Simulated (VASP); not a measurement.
Write the native input for VASP 6.6.1 that does the following.

* Task: single point
* Functional: PBE
* Potentials or basis: VASP PAW PBE potentials, release 64 (Al, Ga_d, P)
* Cutoff: 520 eV
* k mesh: 4 × 4 × 4
* Occupations: gaussian, width 0.1 eV
* Spin: no spin polarisation
* Dipole correction: no
* Further INCAR settings: ALGO = Normal; EDIFF = 1e-06; NBANDS = 46

The structure of Al2Ga3P5 lies in POSCAR:

```
Al2Ga3P5
1.0
   -0.0004203848     -3.9126433639      0.0005907402
    3.9119417499      0.0004379173     -0.0026328409
   -1.9634122860      1.9546277628     13.6546160738
Al Ga P
2 3 5
Direct
    0.7000702093      0.7001479896      0.4000788615
    0.2999277332      0.3003180596      0.5999422048
    0.8998679351      0.9000549286      0.7999375768
    0.5002768166      0.5001452540      1.0000099207
    0.1000669862      0.1000444315      0.2000644600
    0.2499708166      0.7500578454      0.5000001089
    0.8496059084      0.3495096938      0.6993588087
    0.4497931450      0.9499148053      0.8999926033
    0.0501625959      0.5497439729      0.0999943012
    0.6502578537      0.1500630193      0.3006211539
```

These files were run (other wordings do the same):

INCAR

```
SYSTEM = Al2Ga3P5
  PREC = Accurate
  ENCUT = 520
  EDIFF = 1E-6
  ISMEAR = 0
  SIGMA = 0.1
  LREAL = .False.
  LASPH = .True.
  NELM = 100
  ALGO = Normal
  ISIF = 2
  LWAVE = .False.
  LCHARG = .False.
  GGA = PE
  NBANDS = 46
```

KPOINTS

```
regular mesh
0
Gamma
  4 4 4
  0 0 0
```

Potentials or basis: VASP PAW PBE potentials, release 64 (Al, Ga_d, P).

The run is started by

```console
$ cat potpaw_PBE.64/Al/POTCAR potpaw_PBE.64/Ga_d/POTCAR potpaw_PBE.64/P/POTCAR > POTCAR
$ mpirun -np 1 vasp_std > vasp.out
```

It gave:

```json
{"Pressure": "0.0 GPa", "Largest force": "0.006 eV/Å", "Band gap on the k mesh": "1.49 eV"}
```

Wall time 7.5 min on 1 thread of Intel(R) Xeon(R) Platinum 8375C CPU @ 2.90GHz (Ice Lake), on a shared host, peak memory 0.45 GiB.
